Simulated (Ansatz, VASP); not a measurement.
## One calculation of CsPbCl3, two programs

```
CELL_PARAMETERS angstrom
5.65816 0.00000 0.00000
0.00000 5.65816 0.00000
0.00000 0.00000 5.65816
ATOMIC_POSITIONS crystal
Cs 0.00000 0.00000 0.00000
Pb 0.50000 0.50000 0.50000
Cl 0.00000 0.50000 0.50000
Cl 0.50000 0.50000 0.00000
Cl 0.50000 0.00000 0.50000
```

Alike in both runs: task single point; functional PBE; k mesh 6 × 6 × 6; occupations gaussian, width 0.05 eV; no spin polarisation.

|  | VASP | Ansatz |
| --- | --- | --- |
| version | VASP 6.6.1 | Ansatz 0.2.0 |
| potentials or method | VASP PAW PBE potentials, release 64 (Cs_sv, Pb_d, Cl), cutoff 520 eV | scalar-relativistic, plane waves, PAW |
| valence electrons in the cell | 44 | 44 |

VASP gave:

* gap on the k mesh at the Fermi level (eV): 2.06
* least direct gap on the mesh (eV): 2.06
* pressure (GPa): 0.9

Q: Which values does Ansatz return?

A: gap on the k mesh at the Fermi level (eV): 2.05; least direct gap on the mesh (eV): 2.05; pressure (GPa): 1.0.

Neither program's run includes spin-orbit coupling.
